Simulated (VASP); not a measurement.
# TePb (Fm-3m) in VASP: notebook

The runs below take TePb through single point, relaxation of cell and atoms, with PBE, r2SCAN.

Program: VASP 6.6.1. These are calculated values, not measurements. Logs are shortened: lines on timing, memory, paths and dates and some standing lists are left out, and cuts for length are marked.

### Step 1. The cell of the first run

The structure is cubic, space group Fm-3m (No. 225). The conventional cell has a = 6.569 Å, b = 6.569 Å, c = 6.569 Å, α = 90.00°, β = 90.00°, γ = 90.00°. Pb (site symmetry m-3m) has 6 Te at 3.28 Å within 4.3 Å. Te (site symmetry m-3m) has 6 Pb at 3.28 Å within 4.3 Å.

### Step 2. Single point, PBE

INCAR

```
PREC     = Accurate       # precision mode
ENCUT    = 520            # plane-wave cutoff, eV
EDIFF    = 1E-6           # SCF threshold, eV
ISMEAR   = -1             # smearing method
SIGMA    = 0.02           # smearing width, eV
LREAL    = F              # projectors in reciprocal space
LASPH    = T              # aspherical terms in the spheres
NELM     = 100            # most SCF steps
ALGO     = Normal         # electronic algorithm
ISIF     = 2              # what is computed and relaxed
LWAVE    = F              # write WAVECAR
LCHARG   = F              # write CHGCAR
GGA      = PE             # functional
NBANDS   = 17             # bands
```

KPOINTS

```
regular mesh
0
Gamma
  6 6 6
```

POSCAR

```
TePb
1.0
    0.0000000000      3.2846542192      3.2846542192
    3.2846542192      0.0000000000      3.2846542192
    3.2846542192      3.2846542192      0.0000000000
Pb Te
1 1
Direct
    0.0000000000      0.0000000000      0.0000000000
    0.5000000000      0.5000000000      0.5000000000
```

Potentials or basis: VASP PAW PBE potentials, release 64 (Pb_d, Te).

Command:

```bash
cat potpaw_PBE.64/Pb_d/POTCAR potpaw_PBE.64/Te/POTCAR > POTCAR
mpirun -np 1 vasp_std > vasp.out
```

OUTCAR:

```text
PREC = Accurate
   ENCUT = 520
   EDIFF = 1E-6
   ISMEAR = -1
   LREAL = F
   LASPH = T
   NELM = 100
   ISIF = 2
   GGA = PE

 ion  position               nearest neighbor table
   1  0.000  0.000  0.000-   2 3.28   2 3.28   2 3.28   2 3.28   2 3.28   2 3.28
   2  0.500  0.500  0.500-   1 3.28   1 3.28   1 3.28   1 3.28   1 3.28   1 3.28

  LATTYP: Found a face centered cubic cell.
 ALAT       =     6.5693084384

  Lattice vectors:

 A1 = (   0.0000000000,   3.2846542192,   3.2846542192)
 A2 = (   3.2846542192,   0.0000000000,   3.2846542192)
 A3 = (   3.2846542192,   3.2846542192,   0.0000000000)

Analysis of symmetry for initial positions (statically):
=====================================================================
 Subroutine PRICEL returns:
 Original cell was already a primitive cell.

 Routine SETGRP: Setting up the symmetry group for a
 face centered cubic supercell.

 Subroutine GETGRP returns: Found 48 space group operations
 (whereof 48 operations were pure point group operations)
 out of a pool of 48 trial point group operations.

The static configuration has the point symmetry O_h .

Analysis of symmetry for dynamics (positions and initial velocities):
=====================================================================
 Subroutine PRICEL returns:
 Original cell was already a primitive cell.

 Routine SETGRP: Setting up the symmetry group for a
 face centered cubic supercell.

 Subroutine GETGRP returns: Found 48 space group operations
 (whereof 48 operations were pure point group operations)
 out of a pool of 48 trial point group operations.

The dynamic configuration has the point symmetry O_h .

 Subroutine INISYM returns: Found 48 space group operations
 (whereof 48 operations are pure point group operations),
 and found     1 'primitive' translations

----------------------------------------------------------------------------------------

                                     Primitive cell

  volume of cell :      70.8760

  direct lattice vectors                    reciprocal lattice vectors
     0.000000000  3.284654219  3.284654219    -0.152223025  0.152223025  0.152223025
     3.284654219  0.000000000  3.284654219     0.152223025 -0.152223025  0.152223025
     3.284654219  3.284654219  0.000000000     0.152223025  0.152223025 -0.152223025

  length of vectors
     4.645202544  4.645202544  4.645202544     0.263658013  0.263658013  0.263658013

  position of ions in fractional coordinates (direct lattice)
     0.000000000  0.000000000  0.000000000
     0.500000000  0.500000000  0.500000000

  ion indices of the primitive-cell ions
   primitive index   ion index
                 1           1
                 2           2

----------------------------------------------------------------------------------------

 KPOINTS: regular mesh

Automatic generation of k-mesh.
 Grid dimensions read from file:
 generate k-points for:    6    6    6

 Generating k-lattice:

  Cartesian coordinates                     Fractional coordinates (reciprocal lattice)
    -0.025370504  0.025370504  0.025370504     0.166666667  0.000000000  0.000000000
     0.025370504 -0.025370504  0.025370504     0.000000000  0.166666667  0.000000000
     0.025370504  0.025370504 -0.025370504     0.000000000  0.000000000  0.166666667

  Length of vectors
     0.043943002  0.043943002  0.043943002

  Shift w.r.t. Gamma in fractional coordinates (k-lattice)
     0.000000000  0.000000000  0.000000000

 Subroutine IBZKPT returns following result:
 ===========================================

 Found     16 irreducible k-points:

 Following reciprocal coordinates:
            Coordinates               Weight
  0.000000  0.000000  0.000000      1.000000
  0.166667  0.000000  0.000000      8.000000
  0.333333  0.000000  0.000000      8.000000
  0.500000  0.000000  0.000000      4.000000
  0.166667  0.166667  0.000000      6.000000
  0.333333  0.166667  0.000000     24.000000
[... 8 lines left out ...]
 -0.333333  0.333333  0.166667     24.000000
 -0.333333  0.500000  0.166667     12.000000
   k-points           NKPTS =     16   k-points in BZ     NKDIM =     16   number of bands    NBANDS=     17
   number of dos      NEDOS =    301   number of ions     NIONS =      2
   total plane-waves  NPLWV =  46656
   dimension x,y,z NGX =    36 NGY =   36 NGZ =   36
   dimension x,y,z NGXF=    72 NGYF=   72 NGZF=   72
   ions per type =               1   1
   NGX,Y,Z   is equivalent  to a cutoff of  12.88, 12.88, 12.88 a.u.
   NGXF,Y,Z  is equivalent  to a cutoff of  25.77, 25.77, 25.77 a.u.
 SYSTEM =  unknown system
   PREC   = accura    normal or accurate (medium, high low for compatibility)
   ISTART =      0    job   : 0-new  1-cont  2-samecut
   ICHARG =      2    charge: 1-file 2-atom 10-const
   ISPIN  =      1    spin polarized calculation?
   LNONCOLLINEAR =      F non collinear calculations
   LSORBIT =      F    spin-orbit coupling
   LASPH  =      T    aspherical Exc in radial PAW
   ENCUT  =  520.0 eV  38.22 Ry    6.18 a.u.   8.64  8.64  8.64*2*pi/ulx,y,z
   NELM   =    100;   NELMIN=  2; NELMDL= -5     # of ELM steps
   EDIFF  = 0.1E-05   stopping-criterion for ELM
   LREAL  =      F    real-space projection
   EDIFFG = 0.1E-04   stopping-criterion for IOM
   NSW    =      0    number of steps for IOM
   IBRION =     -1    ionic relax: 0-MD 1-quasi-New 2-CG
   NFREE  =      0    steps in history (QN), initial steepest desc. (CG)
   ISIF   =      2    stress and relaxation
   ISYM   =      2    0-nonsym 1-usesym 2-fastsym
   POTIM  = 0.5000    time-step for ionic-motion
   TEBEG  =    0.0;   TEEND  =   0.0 temperature during run
   PSTRESS=    0.0 pullay stress
   NELECT =      20.0000    total number of electrons
   NUPDOWN=      -1.0000    fix difference up-down
   EMIN   =  10.00;   EMAX   =-10.00  energy-range for DOS
   EFERMI =   0.00;   METHOD = LEGACY
   ISMEAR =    -1;   SIGMA  =   0.02  broadening in eV -4-tet -1-fermi 0-gaus
   EFERMI_NEDOS =   21; number of points for ismear=-14 and -15
   IALGO  =     38    algorithm
   IMIX   =      4    mixing-type and parameters
     AMIX     =   0.40;   BMIX     =  1.00
     AMIX_MAG =   1.60;   BMIX_MAG =  1.00
  volume/ion in A,a.u.               =      35.44       239.15
  Fermi-wavevector in a.u.,A,eV,Ry     =   1.073788  2.029165 15.687796  1.153020
  Thomas-Fermi vector in A             =   2.209597
   LORBIT       =      0    0 simple, 1 ext, 2 COOP (PROOUT), +10 PAW based schemes
   GGA     = PE    functional components
   LHFCALC =     F    Hartree Fock is set to
   AEXX    =    0.0000 exact exchange contribution
   IVDW    =     0    specifies the selected vdW correction
   LEPSILON=     F    determine dielectric tensor
   LRPA    =     F    only Hartree local field effects (RPA)
 non-spin polarized calculation
  energy-cutoff  :      520.00
  volume of cell :       70.88
 maximum number of plane-waves:      1932
 NGX is ok and might be reduce to    36
   NGX = 17   NGY = 17   NGZ = 17

 number of electron      19.9999999 magnetization

 Free energy of the ion-electron system (eV)
  ---------------------------------------------------
  ext. energy  EPLUGINS =         0.00000000
  ---------------------------------------------------
  free energy    TOTEN  =        -7.52388805 eV

  energy without entropy =       -7.52388805  energy(sigma->0) =       -7.52388805

 E-fermi :   5.4058     XC(G=0):  -9.0799

 val. band max:        4.9941812351   @ k =   0.5000   0.0000   0.0000
 cond. band min:       5.8265798645   @ k =   0.5000   0.0000   0.0000
 fundamental gap:      0.8323986294
 Fermi energy:         5.4057895976

 k-point     1 :       0.0000    0.0000    0.0000
  band No.  band energies     occupation
      1     -11.6480      2.00000
      2     -11.6480      2.00000
      3     -11.6424      2.00000
      4     -11.6424      2.00000
      5     -11.6424      2.00000
      6      -6.6197      2.00000
[... 9 lines left out ...]
     16      10.9093      0.00000
     17      12.4241      0.00000

 k-point     2 :       0.1667    0.0000    0.0000
  band No.  band energies     occupation
      1     -11.6506      2.00000
      2     -11.6506      2.00000
      3     -11.6417      2.00000
      4     -11.6391      2.00000
      5     -11.6391      2.00000
      6      -6.4000      2.00000
[... 9 lines left out ...]
     16      11.3963      0.00000
     17      13.8784      0.00000

 k-point     3 :       0.3333    0.0000    0.0000
  band No.  band energies     occupation
      1     -11.6566      2.00000
      2     -11.6566      2.00000
      3     -11.6406      2.00000
      4     -11.6318      2.00000
      5     -11.6318      2.00000
      6      -5.8058      2.00000
[... 9 lines left out ...]
     16      12.7116      0.00000
     17      15.7505      0.00000

 k-point     4 :       0.5000    0.0000    0.0000
  band No.  band energies     occupation
      1     -11.6597      2.00000
      2     -11.6597      2.00000
      3     -11.6400      2.00000
      4     -11.6281      2.00000
      5     -11.6281      2.00000
      6      -5.3114      2.00000
[... 9 lines left out ...]
     16      14.2573      0.00000
     17      14.2573      0.00000
[... 183 lines left out ...]
      1     -11.6732      2.00000
      2     -11.6493      2.00000
      3     -11.6421      2.00000
      4     -11.6297      2.00000
      5     -11.6270      2.00000
      6      -5.3906      2.00000
[... 9 lines left out ...]
     16      14.0691      0.00000
     17      14.4807      0.00000

 k-point    15 :      -0.3333    0.3333    0.1667
  band No.  band energies     occupation
      1     -11.6756      2.00000
      2     -11.6514      2.00000
      3     -11.6363      2.00000
      4     -11.6344      2.00000
      5     -11.6241      2.00000
      6      -5.0601      2.00000
[... 9 lines left out ...]
     16      15.2343      0.00000
     17      15.3783      0.00000

 k-point    16 :      -0.3333    0.5000    0.1667
  band No.  band energies     occupation
      1     -11.6854      2.00000
      2     -11.6457      2.00000
      3     -11.6433      2.00000
      4     -11.6288      2.00000
      5     -11.6213      2.00000
      6      -5.0069      2.00000
[... 9 lines left out ...]
     16      15.5290      0.00000
     17      16.3340      0.00000

------------------------ aborting loop because EDIFF is reached ----------------------------------------

  FORCE on cell =-STRESS in cart. coord.  units (eV):
  Direction    XX          YY          ZZ          XY          YZ          ZX
  --------------------------------------------------------------------------------------
  -------------------------------------------------------------------------------------
  Total       -0.0248298     -0.0248298     -0.0248298      0.0000000      0.0000000     -0.0000000
  in kB       -0.5612858     -0.5612858     -0.5612858      0.0000000      0.0000000     -0.0000000
  external PRESSURE =      -0.5612858 kB  Pullay stress =       0.0000000 kB

 VOLUME and BASIS-vectors are now :
 -----------------------------------------------------------------------------
  energy-cutoff  :      520.00
  volume of cell :       70.88
      direct lattice vectors                 reciprocal lattice vectors
     0.000000000  3.284654219  3.284654219    -0.152223025  0.152223025  0.152223025
     3.284654219  0.000000000  3.284654219     0.152223025 -0.152223025  0.152223025
     3.284654219  3.284654219  0.000000000     0.152223025  0.152223025 -0.152223025

 POSITION                                       TOTAL-FORCE (eV/Angst)
 -----------------------------------------------------------------------------------
      0.00000      0.00000      0.00000         0.000000      0.000000     -0.000000
      3.28465      3.28465      3.28465         0.000000      0.000000      0.000000
 -----------------------------------------------------------------------------------
    total drift:                               -0.000000      0.000000      0.000000

  FREE ENERGIE OF THE ION-ELECTRON SYSTEM (eV)
  ---------------------------------------------------
  free  energy   TOTEN  =        -7.5238880531 eV

  energy  without entropy=       -7.5238880531  energy(sigma->0) =       -7.52388805
```

Run time: 12 s. Hardware: 1 thread of Intel Xeon Platinum 8488C (Sapphire Rapids), shared host; peak memory 0.2 GiB.

Results:

```
Free energy            : -7.5239 eV
Pressure               : -0.1 GPa
Band gap on the k mesh : 0.83 eV
```

Caveat: spin-orbit coupling is left out, which moves the levels of the heavy elements.

[end of part 1 of 2]
